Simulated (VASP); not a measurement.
# Hf5N4 in VASP: further runs

Hf5N4 is run at these levels: PBEsol; tasks: single point.

Everything below comes from runs of VASP 6.6.1. Logs are shortened: lines on timing, memory, paths and dates and some standing lists are left out, and cuts for length are marked.

### Step 1. The cell of the first run

The cell holds a slab with vacuum, 9 atoms: a = 3.183 Å, b = 3.183 Å, c = 25.396 Å, α = 90.00°, β = 90.00°, γ = 120.00°.

### Step 2. Single point, PBEsol

File INCAR:

```
PREC = Accurate ; ENCUT = 520
EDIFF = 1E-6 ; ISMEAR = 0
SIGMA = 0.1 ; LREAL = False
LASPH = True ; NELM = 80
ALGO = Normal ; ISIF = 2
LWAVE = False ; LCHARG = False
LDIPOL = True ; IDIPOL = 3
DIPOL = 0.5 0.5 0.500 ; GGA = PS
NBANDS = 45
```

File KPOINTS:

```
regular mesh
0
Gamma
  2 2 1
```

File POSCAR:

```
Hf5N4
1.0
    3.1830776067      0.0000000000      0.0000000000
   -1.5915388034      2.7566260697      0.0000000000
    0.0000000000      0.0000000000     25.3958879309
Hf N
5 4
Direct
    0.3333333333      0.6666666667      0.2953234012
    0.0000000000      0.0000000000      0.3976617006
    0.6666666667      0.3333333333      0.5000000000
    0.3333333333      0.6666666667      0.6023382994
    0.0000000000      0.0000000000      0.7046765988
    0.6666666667      0.3333333333      0.3464925509
    0.3333333333      0.6666666667      0.4488308503
    0.0000000000      0.0000000000      0.5511691497
    0.6666666667      0.3333333333      0.6535074491
```

Potentials or basis: VASP PAW PBE potentials, release 64 (Hf_pv, N).

Run with:

```sh
> cat potpaw_PBE.64/Hf_pv/POTCAR potpaw_PBE.64/N/POTCAR > POTCAR
> mpirun -np 1 vasp_std > vasp.out
```

OUTCAR:

```text
PREC = Accurate
   ENCUT = 520
   EDIFF = 1E-6
   ISMEAR = 0
   LREAL = False
   LASPH = True
   NELM = 80
   ISIF = 2
   GGA = PS

 ion  position               nearest neighbor table
   1  0.333  0.667  0.295-   6 2.25   6 2.25   6 2.25   2 3.18   2 3.18   2 3.18
   2  0.000  0.000  0.398-   6 2.25   7 2.25   6 2.25   7 2.25   6 2.25   7 2.25   1 3.18   3 3.18
                             1 3.18   3 3.18   1 3.18   3 3.18
   3  0.667  0.333  0.500-   7 2.25   8 2.25   7 2.25   8 2.25   8 2.25   7 2.25   4 3.18   2 3.18
                             4 3.18   2 3.18   2 3.18   4 3.18
   4  0.333  0.667  0.602-   9 2.25   8 2.25   9 2.25   8 2.25   8 2.25   9 2.25   3 3.18   5 3.18
                             3 3.18   5 3.18   5 3.18   3 3.18
   5  0.000  0.000  0.705-   9 2.25   9 2.25   9 2.25   4 3.18   4 3.18   4 3.18
   6  0.667  0.333  0.346-   1 2.25   2 2.25   1 2.25   2 2.25   2 2.25   1 2.25
   7  0.333  0.667  0.449-   3 2.25   2 2.25   3 2.25   2 2.25   2 2.25   3 2.25
   8  0.000  0.000  0.551-   3 2.25   4 2.25   3 2.25   4 2.25   3 2.25   4 2.25
   9  0.667  0.333  0.654-   4 2.25   5 2.25   4 2.25   5 2.25   5 2.25   4 2.25

  LATTYP: Found a hexagonal cell.
 ALAT       =     3.1830776067
 C/A-ratio  =     7.9784067713

  Lattice vectors:

 A1 = (   3.1830776067,   0.0000000000,   0.0000000000)
 A2 = (  -1.5915388034,   2.7566260697,   0.0000000000)
 A3 = (   0.0000000000,   0.0000000000,  25.3958879309)

Analysis of symmetry for initial positions (statically):
=====================================================================
 Subroutine PRICEL returns:
 Original cell was already a primitive cell.

 Routine SETGRP: Setting up the symmetry group for a
 hexagonal supercell.

 Subroutine GETGRP returns: Found 12 space group operations
 (whereof  6 operations were pure point group operations)
 out of a pool of 24 trial point group operations.

The static configuration has the point symmetry C_3v.
 The point group associated with its full space group is D_3d.

Analysis of symmetry for dynamics (positions and initial velocities):
=====================================================================
 Subroutine PRICEL returns:
 Original cell was already a primitive cell.

 Routine SETGRP: Setting up the symmetry group for a
 hexagonal supercell.

 Subroutine GETGRP returns: Found 12 space group operations
 (whereof  6 operations were pure point group operations)
 out of a pool of 24 trial point group operations.

The dynamic configuration has the point symmetry C_3v.
 The point group associated with its full space group is D_3d.

 Subroutine INISYM returns: Found 12 space group operations
 (whereof  6 operations are pure point group operations),
 and found     1 'primitive' translations

----------------------------------------------------------------------------------------

                                     Primitive cell

  volume of cell :     222.8376

  direct lattice vectors                    reciprocal lattice vectors
     3.183077607  0.000000000  0.000000000     0.314161363  0.181381148  0.000000000
    -1.591538803  2.756626070  0.000000000     0.000000000  0.362762295  0.000000000
     0.000000000  0.000000000 25.395887931     0.000000000  0.000000000  0.039376453

  length of vectors
     3.183077607  3.183077607 25.395887931     0.362762295  0.362762295  0.039376453

  position of ions in fractional coordinates (direct lattice)
     0.333333333  0.666666667  0.295323401
     0.000000000  0.000000000  0.397661701
     0.666666667  0.333333333  0.500000000
     0.333333333  0.666666667  0.602338299
     0.000000000  0.000000000  0.704676599
     0.666666667  0.333333333  0.346492551
     0.333333333  0.666666667  0.448830850
     0.000000000  0.000000000  0.551169150
     0.666666667  0.333333333  0.653507449

  ion indices of the primitive-cell ions
   primitive index   ion index
                 1           1
                 2           2
                 3           3
                 4           4
                 5           5
                 6           6
                 7           7
                 8           8
                 9           9

----------------------------------------------------------------------------------------

 KPOINTS: regular mesh

Automatic generation of k-mesh.
 Grid dimensions read from file:
 generate k-points for:    2    2    1

 Generating k-lattice:

  Cartesian coordinates                     Fractional coordinates (reciprocal lattice)
     0.157080682  0.090690574  0.000000000     0.500000000  0.000000000  0.000000000
     0.000000000  0.181381148  0.000000000     0.000000000  0.500000000  0.000000000
     0.000000000  0.000000000  0.039376453     0.000000000  0.000000000  1.000000000

  Length of vectors
     0.181381148  0.181381148  0.039376453

  Shift w.r.t. Gamma in fractional coordinates (k-lattice)
     0.000000000  0.000000000  0.000000000

 Subroutine IBZKPT returns following result:
 ===========================================

 Found      2 irreducible k-points:

 Following reciprocal coordinates:
            Coordinates               Weight
  0.000000  0.000000  0.000000      1.000000
  0.500000  0.000000  0.000000      3.000000
   k-points           NKPTS =      2   k-points in BZ     NKDIM =      2   number of bands    NBANDS=     45
   number of dos      NEDOS =    301   number of ions     NIONS =      9
   total plane-waves  NPLWV = 110592
   dimension x,y,z NGX =    24 NGY =   24 NGZ =  192
   dimension x,y,z NGXF=    48 NGYF=   48 NGZF=  384
   ions per type =               5   4
   NGX,Y,Z   is equivalent  to a cutoff of  12.53, 12.53, 12.57 a.u.
   NGXF,Y,Z  is equivalent  to a cutoff of  25.07, 25.07, 25.14 a.u.
 SYSTEM =  unknown system
   PREC   = accura    normal or accurate (medium, high low for compatibility)
   ISTART =      0    job   : 0-new  1-cont  2-samecut
   ICHARG =      2    charge: 1-file 2-atom 10-const
   ISPIN  =      1    spin polarized calculation?
   LNONCOLLINEAR =      F non collinear calculations
   LSORBIT =      F    spin-orbit coupling
   LASPH  =      T    aspherical Exc in radial PAW
   ENCUT  =  520.0 eV  38.22 Ry    6.18 a.u.   5.92  5.92 47.22*2*pi/ulx,y,z
   NELM   =     80;   NELMIN=  2; NELMDL= -5     # of ELM steps
   EDIFF  = 0.1E-05   stopping-criterion for ELM
   LREAL  =      F    real-space projection
   EDIFFG = 0.1E-04   stopping-criterion for IOM
   NSW    =      0    number of steps for IOM
   IBRION =     -1    ionic relax: 0-MD 1-quasi-New 2-CG
   NFREE  =      0    steps in history (QN), initial steepest desc. (CG)
   ISIF   =      2    stress and relaxation
   ISYM   =      2    0-nonsym 1-usesym 2-fastsym
   POTIM  = 0.5000    time-step for ionic-motion
   TEBEG  =    0.0;   TEEND  =   0.0 temperature during run
   PSTRESS=    0.0 pullay stress
   NELECT =      70.0000    total number of electrons
   NUPDOWN=      -1.0000    fix difference up-down
   EMIN   =  10.00;   EMAX   =-10.00  energy-range for DOS
   EFERMI =   0.00;   METHOD = LEGACY
   ISMEAR =     0;   SIGMA  =   0.10  broadening in eV -4-tet -1-fermi 0-gaus
   EFERMI_NEDOS =   21; number of points for ismear=-14 and -15
   IALGO  =     38    algorithm
   IMIX   =      4    mixing-type and parameters
     AMIX     =   0.40;   BMIX     =  1.00
     AMIX_MAG =   1.60;   BMIX_MAG =  1.00
  volume/ion in A,a.u.               =      24.76       167.09
  Fermi-wavevector in a.u.,A,eV,Ry     =   1.112871  2.103021 16.850558  1.238481
  Thomas-Fermi vector in A             =   2.249449
   LORBIT       =      0    0 simple, 1 ext, 2 COOP (PROOUT), +10 PAW based schemes
   GGA     = PS    functional components
   LHFCALC =     F    Hartree Fock is set to
   AEXX    =    0.0000 exact exchange contribution
   IVDW    =     0    specifies the selected vdW correction
   LEPSILON=     F    determine dielectric tensor
   LRPA    =     F    only Hartree local field effects (RPA)
 non-spin polarized calculation
 Gauss-broadening in eV      SIGMA  =   0.10
  energy-cutoff  :      520.00
  volume of cell :      222.84
 maximum number of plane-waves:      6036
 NGX is ok and might be reduce to    24
   NGX = 11   NGY = 11   NGZ = 95

 dipolmoment           0.000000      0.000000      0.000000 electrons x Angstroem

 number of electron      70.0000014 magnetization

 dipolmoment           0.000000      0.000000     -0.000000 electrons x Angstroem

 Free energy of the ion-electron system (eV)
  ---------------------------------------------------
  ext. energy  EPLUGINS =         0.00000000
  ---------------------------------------------------
  free energy    TOTEN  =      -100.10722250 eV

  energy without entropy =      -99.98404373  energy(sigma->0) =     -100.04563312

 E-fermi :   1.7139     XC(G=0):  -7.2763

 val. band max:        1.7112260741   @ k =   0.5000   0.0000   0.0000
 cond. band min:       1.7170891016   @ k =   0.5000   0.0000   0.0000
 fundamental gap:      0.0058630275
 Fermi energy:         1.7138892325

 k-point     1 :       0.0000    0.0000    0.0000
  band No.  band energies     occupation
      1     -30.1274      2.00000
      2     -30.0282      2.00000
      3     -29.6226      2.00000
      4     -29.5103      2.00000
      5     -29.4098      2.00000
      6     -29.4098      2.00000
[... 37 lines left out ...]
     44       3.9905      0.00000
     45       4.0827      0.00000

 k-point     2 :       0.5000    0.0000    0.0000
  band No.  band energies     occupation
      1     -30.2239      2.00000
      2     -30.1839      2.00000
      3     -29.9895      2.00000
      4     -29.9701      2.00000
      5     -29.8143      2.00000
      6     -29.6576      2.00000
[... 37 lines left out ...]
     44       5.8896      0.00000
     45       5.8988      0.00000

------------------------ aborting loop because EDIFF is reached ----------------------------------------

 vacuum level on the upper side and lower side of the slab       (xc-potential included)        -0.258        -0.258

  FORCE on cell =-STRESS in cart. coord.  units (eV):
  Direction    XX          YY          ZZ          XY          YZ          ZX
  --------------------------------------------------------------------------------------
  -------------------------------------------------------------------------------------
  Total      -10.6103473    -10.6103473      5.2127995      0.0000000     -0.0000000     -0.0000000
  in kB      -76.2872034    -76.2872034     37.4794416      0.0000000     -0.0000000     -0.0000000
  external PRESSURE =     -38.3649884 kB  Pullay stress =       0.0000000 kB

 VOLUME and BASIS-vectors are now :
 -----------------------------------------------------------------------------
  energy-cutoff  :      520.00
  volume of cell :      222.84
      direct lattice vectors                 reciprocal lattice vectors
     3.183077607  0.000000000  0.000000000     0.314161363  0.181381148  0.000000000
    -1.591538803  2.756626070  0.000000000     0.000000000  0.362762295  0.000000000
     0.000000000  0.000000000 25.395887931     0.000000000  0.000000000  0.039376453

 POSITION                                       TOTAL-FORCE (eV/Angst)
 -----------------------------------------------------------------------------------
     -0.00000      1.83775      7.50000         0.000000      0.000000     -0.452058
      0.00000      0.00000     10.09897        -0.000000     -0.000000     -0.313001
      1.59154      0.91888     12.69794         0.000000      0.000000     -0.000000
     -0.00000      1.83775     15.29692         0.000000      0.000000      0.313001
      0.00000      0.00000     17.89589        -0.000000     -0.000000      0.452058
      1.59154      0.91888      8.79949         0.000000     -0.000000      0.264428
     -0.00000      1.83775     11.39846        -0.000000      0.000000     -0.396677
      0.00000      0.00000     13.99743         0.000000      0.000000      0.396677
      1.59154      0.91888     16.59640        -0.000000      0.000000     -0.264428
 -----------------------------------------------------------------------------------
    total drift:                               -0.000000      0.000000      0.000000

  FREE ENERGIE OF THE ION-ELECTRON SYSTEM (eV)
  ---------------------------------------------------
  free  energy   TOTEN  =      -100.1072225048 eV

  energy  without entropy=      -99.9840437327  energy(sigma->0) =     -100.04563312

 vacuum level on the upper side and lower side of the slab         6.066         6.066
```

It took 46 s on 1 thread of Intel Xeon 6975P-C (Granite Rapids), shared host; peak memory 0.31 GiB.

Results:

- Free energy: -100.1072 eV
- Largest force: 0.452 eV/Å
- Band gap on the k mesh: zero (band 35 reaches 1.74 eV, above the bottom of band 36 at 1.72 eV)

Forces on the atoms (eV/Å):
```
Hf   0.000  0.000 -0.452
Hf   0.000  0.000 -0.313
Hf   0.000  0.000  0.000
Hf   0.000  0.000  0.313
Hf   0.000  0.000  0.452
N    0.000  0.000  0.264
N    0.000  0.000 -0.397
N    0.000  0.000  0.397
N    0.000  0.000 -0.264
```

Levels at points of the mesh, in eV from the Fermi level:
| k point | band 30 | band 31 | band 32 | band 33 | band 34 | band 35 | band 36 | band 37 | band 38 | band 39 |
| --- | --- | --- | --- | --- | --- | --- | --- | --- | --- | --- |
| (0.00, 0.00, 0.00) | -3.12 | -3.12 | -1.86 | -1.48 | -0.22 | 0.02 | 0.02 | 0.04 | 0.63 | 0.63 |
| (0.50, 0.00, 0.00) | -4.32 | -3.56 | -3.41 | -2.00 | -0.49 | 0.00 | 0.00 | 1.02 | 1.92 | 2.26 |

Caveat: the k points lie up to 1.14 Å⁻¹ apart; the PAW data sets were made with another functional, which shifts forces and pressure a little; spin-orbit coupling is left out, which moves the levels of the heavy elements.

### Step 3. Single point, PBEsol

This run uses another cell than the first one, of 19.88 Å³/atom, 0.803 times its volume.

File INCAR:

```
SYSTEM = Hf5N4
  ALGO = Normal
  DIPOL = 0.5 0.5 0.500
  EDIFF = 1E-6
  ENCUT = 520
  GGA = PS
  IDIPOL = 3
  ISIF = 2
  ISMEAR = 0
  LASPH = .True.
  LCHARG = .True.
  LDIPOL = .True.
  LELF = .True.
  LREAL = .False.
  LVACPOTAV = .True.
  LVHAR = .True.
  LWAVE = .False.
  NBANDS = 45
  NELM = 60
  PREC = Accurate
  SIGMA = 0.1
```

File KPOINTS:

```
k-points
0
Gamma
  12 12 1
  0 0 0
```

File POSCAR:

```
Hf5N4
1.0
    3.1830776067      0.0000000000      0.0000000000
   -1.5915388034      2.7566260697      0.0000000000
    0.0000000000      0.0000000000     20.3958879309
Hf N
5 4
Direct
    0.3333333333      0.6666666667      0.2451474541
    0.0000000000      0.0000000000      0.3725737270
    0.6666666667      0.3333333333      0.5000000000
    0.3333333333      0.6666666667      0.6274262730
    0.0000000000      0.0000000000      0.7548525459
    0.6666666667      0.3333333333      0.3088605906
    0.3333333333      0.6666666667      0.4362868635
    0.0000000000      0.0000000000      0.5637131365
    0.6666666667      0.3333333333      0.6911394094
```

Potentials or basis: VASP PAW PBE potentials, release 64 (Hf_pv, N).

Run with:

```sh
> cat potpaw_PBE.64/Hf_pv/POTCAR potpaw_PBE.64/N/POTCAR > POTCAR
> mpirun -np 1 vasp_std > vasp.out
```

OUTCAR:

```text
SYSTEM = Hf5N4
   EDIFF = 1E-6
   ENCUT = 520
   GGA = PS
   ISIF = 2
   ISMEAR = 0
   LASPH = .True.
   LREAL = .False.
   NELM = 60
   PREC = Accurate

 ion  position               nearest neighbor table
   1  0.333  0.667  0.245-   6 2.25   6 2.25   6 2.25   2 3.18   2 3.18   2 3.18
   2  0.000  0.000  0.373-   6 2.25   6 2.25   6 2.25   7 2.25   7 2.25   7 2.25   1 3.18   1 3.18
                             1 3.18   3 3.18   3 3.18   3 3.18
   3  0.667  0.333  0.500-   7 2.25   8 2.25   7 2.25   8 2.25   8 2.25   7 2.25   4 3.18   2 3.18
                             4 3.18   2 3.18   2 3.18   4 3.18
   4  0.333  0.667  0.627-   9 2.25   9 2.25   9 2.25   8 2.25   8 2.25   8 2.25   5 3.18   5 3.18
                             5 3.18   3 3.18   3 3.18   3 3.18
   5  0.000  0.000  0.755-   9 2.25   9 2.25   9 2.25   4 3.18   4 3.18   4 3.18
   6  0.667  0.333  0.309-   2 2.25   2 2.25   2 2.25   1 2.25   1 2.25   1 2.25
   7  0.333  0.667  0.436-   3 2.25   2 2.25   3 2.25   2 2.25   2 2.25   3 2.25
   8  0.000  0.000  0.564-   3 2.25   4 2.25   3 2.25   4 2.25   3 2.25   4 2.25
   9  0.667  0.333  0.691-   4 2.25   4 2.25   4 2.25   5 2.25   5 2.25   5 2.25

  LATTYP: Found a hexagonal cell.
[... 206 lines left out ...]
      2     -28.4079      2.00000
      3     -28.1549      2.00000
      4     -27.8757      2.00000
      5     -27.8640      2.00000
      6     -27.8640      2.00000
[... 901 lines left out ...]
     44       6.7867      0.00000
     45       6.7867      0.00000

------------------------ aborting loop because EDIFF is reached ----------------------------------------

  FORCE on cell =-STRESS in cart. coord.  units (eV):
  Direction    XX          YY          ZZ          XY          YZ          ZX
  --------------------------------------------------------------------------------------
  -------------------------------------------------------------------------------------
  Total       -4.4771379     -4.4771379     -2.6585845      0.0000000      0.0000000      0.0000000
  in kB      -40.0814430    -40.0814430    -23.8008979      0.0000000      0.0000000      0.0000000
  external PRESSURE =     -34.6545946 kB  Pullay stress =       0.0000000 kB

 VOLUME and BASIS-vectors are now :
 -----------------------------------------------------------------------------
  energy-cutoff  :      520.00
  volume of cell :      178.96
      direct lattice vectors                 reciprocal lattice vectors
     3.183077607  0.000000000  0.000000000     0.314161363  0.181381148  0.000000000
    -1.591538803  2.756626070  0.000000000     0.000000000  0.362762295  0.000000000
     0.000000000  0.000000000 20.395887931     0.000000000  0.000000000  0.049029491

 POSITION                                       TOTAL-FORCE (eV/Angst)
 -----------------------------------------------------------------------------------
     -0.00000      1.83775      5.00000        -0.000000      0.000000      0.544792
      0.00000      0.00000      7.59897        -0.000000      0.000000     -0.763648
      1.59154      0.91888     10.19794        -0.000000     -0.000000     -0.000000
     -0.00000      1.83775     12.79692         0.000000     -0.000000      0.763648
      0.00000      0.00000     15.39589         0.000000     -0.000000     -0.544792
      1.59154      0.91888      6.29949         0.000000      0.000000      0.105909
     -0.00000      1.83775      8.89846        -0.000000     -0.000000      0.025756
      0.00000      0.00000     11.49743         0.000000      0.000000     -0.025756
      1.59154      0.91888     14.09640        -0.000000     -0.000000     -0.105909
 -----------------------------------------------------------------------------------
    total drift:                               -0.000000      0.000000      0.000000

  FREE ENERGIE OF THE ION-ELECTRON SYSTEM (eV)
  ---------------------------------------------------
  free  energy   TOTEN  =      -100.0511386088 eV

  energy  without entropy=     -100.0083674244  energy(sigma->0) =     -100.02975302
```

Run time: 2.6 min. Hardware: 1 thread of Intel Xeon 6975P-C (Granite Rapids), shared host; peak memory 0.35 GiB.

Results:

| Quantity | Value |
| --- | --- |
| Free energy | -100.0511 eV |
| Largest force | 0.764 eV/Å |
| Band gap on the k mesh | zero (band 35 reaches 3.56 eV, above the bottom of band 36 at 3.02 eV) |

Forces in eV/Å, atoms in the order of the input:
```
Hf   0.000  0.000  0.545
Hf   0.000  0.000 -0.764
Hf   0.000  0.000  0.000
Hf   0.000  0.000  0.764
Hf   0.000  0.000 -0.545
N    0.000  0.000  0.106
N    0.000  0.000  0.026
N    0.000  0.000 -0.026
N    0.000  0.000 -0.106
```

Levels at points of the mesh, in eV from the Fermi level:
```
           k point  band 33  band 34  band 35  band 36  band 37  band 38
(0.00, 0.00, 0.00)    -1.38    -0.22    -0.09    -0.09     0.08     0.55
(0.50, 0.00, 0.00)    -2.05    -0.54     0.31     0.32     1.10     2.03
```

Caveat: the PAW data sets were made with another functional, which shifts forces and pressure a little; spin-orbit coupling is left out, which moves the levels of the heavy elements.

(Continued in part 2 of 2.)
